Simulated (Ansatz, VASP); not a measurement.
**Bi2Se3: VASP beside Ansatz**

```
CELL_PARAMETERS angstrom
2.07150 1.19598 9.54533
-2.07150 1.19598 9.54533
0.00000 -2.39196 9.54533
ATOMIC_POSITIONS crystal
Bi 0.40080 0.40080 0.40080
Bi 0.59920 0.59920 0.59920
Se 0.00000 0.00000 0.00000
Se 0.21170 0.21170 0.21170
Se 0.78830 0.78830 0.78830
```

Alike in both runs: task single point; functional PBEsol; k mesh 6 × 6 × 6; occupations gaussian, width 0.1 eV; no spin polarisation.

```csv
,VASP,Ansatz
version,VASP 6.6.1,Ansatz 0.2.0
potentials or method,"VASP PAW PBE potentials, release 64 (Bi_d, Se), cutoff 520 eV","scalar-relativistic, plane waves, PAW"
valence electrons in the cell,48,78
```

```tsv
	VASP	Ansatz	Ansatz less VASP
gap on the k mesh at the Fermi level (eV)	0.14	0.14	+0.003
least direct gap on the mesh (eV)	0.14	0.14	+0.003
pressure (GPa)	-0.3	-0.3	-0.05
rms of the force components (eV/Å)	0.079	0.072	-0.0069
```

VASP's potentials were made for PBE, not for PBEsol. Atom by atom the forces differ by 0.008 eV/Å (rms over components). The functional is the same, so the differences come from potentials, cutoffs and numerics. VASP's potentials hold 48 valence electrons a cell and Ansatz's 78, so a difference there can come from the potentials and not from the codes.

Neither program's run includes spin-orbit coupling.
